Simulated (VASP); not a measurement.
Set up this calculation in VASP 6.6.1, as the native input.

```yaml
Task: single point
Functional: LDA
Potentials_or_basis: VASP PAW LDA potentials, release 64 (Ga_d)
Cutoff: 520 eV
k_mesh: 20 × 20 × 19
Occupations: fermi-dirac, width 0.1 eV
Spin: no spin polarisation
Dipole_correction: no
Further_INCAR_settings: ALGO = Normal; EDIFF = 1e-06; NBANDS = 12
```

The structure of Ga lies in POSCAR:

```
Ga
1.0
    2.0660427650      0.0000000000      0.0000000000
   -1.0330213825      1.7892455198      0.0000000000
    0.0000000000      0.0000000000      2.0002276195
Ga
1
Direct
    0.0000000000      0.0000000000      0.0000000000
```

One way to write it, as run:

INCAR

```
SYSTEM = Ga
  PREC = Accurate
  ENCUT = 520
  EDIFF = 1E-6
  ISMEAR = -1
  SIGMA = 0.1
  LREAL = .False.
  LASPH = .True.
  NELM = 60
  ALGO = Normal
  ISIF = 2
  LWAVE = .False.
  LCHARG = .False.
  GGA = CA
  NBANDS = 12
```

KPOINTS

```
regular mesh
0
Gamma
  20 20 19
  0 0 0
```

Potentials or basis: VASP PAW LDA potentials, release 64 (Ga_d).

Run with:

```sh
$ cat potpaw_LDA.64/Ga_d/POTCAR > POTCAR
$ mpirun -np 1 vasp_std > vasp.out
```

It gave:

```json
{
 "Pressure": "463.6 GPa"
}
```

It used 13 s of CPU time on 1 thread of Intel(R) Xeon(R) Platinum 8488C (Sapphire Rapids) (shared host).
